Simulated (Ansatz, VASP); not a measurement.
Two plane-wave programs on Si4O

```xyz
5
Lattice="3.8333 0.0000 0.0000 0.0000 3.8333 0.0000 0.0000 0.0000 21.2035" Properties=species:S:1:pos:R:3 pbc="T T T"
Si    0.0000    1.9167    4.0000
Si    0.0000    0.0000    5.3553
Si    1.9167    0.0000    6.7680
Si    1.9167    1.9167    8.1035
O     1.9167    1.9167   10.6035
```

Alike in both runs: task single point; functional PBE; dispersion D3(BJ); k mesh 7 × 7 × 1; occupations gaussian, width 0.05 eV; collinear spin.

|  | VASP | Ansatz |
| --- | --- | --- |
| version | VASP 6.6.1 | Ansatz 0.2.0 |
| potentials or method | VASP PAW PBE potentials, release 64 (Si, O), cutoff 520 eV | scalar-relativistic, plane waves, PAW |
| valence electrons in the cell | 22 | 22 |

Ansatz gave:

```
gap on the k mesh at the Fermi level (eV)                     : none
rms of the force components (eV/Å)                            : 0.930
net moment per atom (μB)                                      : 0.22
size of the moment on the site where the two differ most (μB) : 1.25
```

Question: Estimate VASP's values.

Answer: gap on the k mesh at the Fermi level (eV): none; rms of the force components (eV/Å): 0.940; net moment per atom (μB): 0.25; size of the moment on the site where the two differ most (μB): 1.04.

Site moments also hang on the region over which each program counts them. Atom by atom the forces differ by 0.016 eV/Å (rms over components). A gap of «none» marks a metal or a gap that the smearing closes.
